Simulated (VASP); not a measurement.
Input of a VASP 6.6.1 run:

The input INCAR:

```
SYSTEM = BaTe
PREC = Accurate
ENCUT = 500
EDIFF = 1E-6
ISMEAR = 0
SIGMA = 0.1
LREAL = .FALSE.
LASPH = .TRUE.
NELM = 120
ALGO = Normal
ISIF = 2
LWAVE = .FALSE.
LCHARG = .FALSE.
GGA = PE
NBANDS = 15
GGA_COMPAT = .FALSE.
```

KPOINTS

```
Automatic mesh
0
G
  6 6 4
  0 0 0
```

The input POSCAR:

```
BaTe
1.0
    4.7969861601     -0.0000000034      0.0000000000
   -2.3984930771      4.1543118779      0.0000000000
    0.0000000000      0.0000000000      4.4166640477
Ba Te
1 1
Direct
    0.3333333333      0.6666666667      0.0000000000
    0.6666666667      0.3333333333      0.5000000000
```

Potentials or basis: VASP PAW PBE potentials, release 64 (Ba_sv, Te).

Command:

```bash
$ cat potpaw_PBE.64/Ba_sv/POTCAR potpaw_PBE.64/Te/POTCAR > POTCAR
$ mpirun -np 1 vasp_std > vasp.out
```

Problem. Estimate the band gap on the k mesh.

Solution. 1.47 eV, direct.

Problem. What does it give for the pressure?

Solution. 0.4 GPa.

Caveat: spin-orbit coupling is left out, which moves the levels of the heavy elements. A k mesh can miss the band edges.
